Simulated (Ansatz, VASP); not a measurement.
## Two plane-wave programs on CdS

```
CELL_PARAMETERS angstrom
0.00000 2.91217 2.91217
2.91217 0.00000 2.91217
2.91217 2.91217 0.00000
ATOMIC_POSITIONS crystal
Cd 0.00000 0.00000 0.00000
S 0.25000 0.25000 0.25000
```

Change from the starting cell: hydrostatic strain -0.9%.

Alike in both runs: task single point; functional HSE06; k mesh 6 × 6 × 6; no spin polarisation.

|  | VASP | Ansatz |
| --- | --- | --- |
| version | VASP 6.6.1 | Ansatz 0.2.0 |
| potentials or method | VASP PAW PBE potentials, release 64 (Cd, S) | plane waves, PAW |
| plane-wave cutoff (eV) | 520 | 420 |
| occupations | gaussian, width 0.01 eV | fixed |
| valence electrons in the cell | 18 | 26 |

Ansatz gave:

| Quantity | Value |
| --- | --- |
| gap on the k mesh at the Fermi level (eV) | 2.17 |
| pressure (GPa) | 2.0 |

Question: What did VASP give for the same quantities?

Answer: gap on the k mesh at the Fermi level (eV): 2.18; pressure (GPa): 2.3.

VASP's potentials hold 18 valence electrons a cell and Ansatz's 26, so a difference there can come from the potentials and not from the codes. Ansatz's warnings: stress exchange threshold loose, stress scf threshold loose.
